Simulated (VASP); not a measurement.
Input of a VASP 6.6.1 run:

File INCAR:

```
SYSTEM = Re
PREC = Accurate
ENCUT = 520
EDIFF = 1E-7
ISMEAR = -1
SIGMA = 0.1
LREAL = .False.
LASPH = .True.
NELM = 80
ALGO = Normal
ISIF = 2
LWAVE = .False.
LCHARG = .False.
GGA = RP
NBANDS = 14
```

KPOINTS

```
regular mesh
0
Gamma
  11 11 11
  0 0 0
```

POSCAR

```
Re
1.0
    0.0000000000      2.7610510639      2.7610510639
    2.7610510639      0.0000000000      2.7610510639
    2.7610510639      2.7610510639      0.0000000000
Re
2
Direct
    0.1250000000      0.1250000000      0.1250000000
    0.8750000000      0.8750000000      0.8750000000
```

Potentials or basis: VASP PAW PBE potentials, release 64 (Re).

The run is started by

```console
$ cat potpaw_PBE.64/Re/POTCAR > POTCAR
$ mpirun -np 1 vasp_std > vasp.out
```

Estimate the band gap on the k mesh.

zero (bands 7 and 8 overlap by 1.23 eV).

Predict the pressure.

14.6 GPa.

Caveat: the cell stands under pressure; the PAW data sets were made with another functional, which shifts forces and pressure a little; spin-orbit coupling is left out, which moves the levels of the heavy elements.
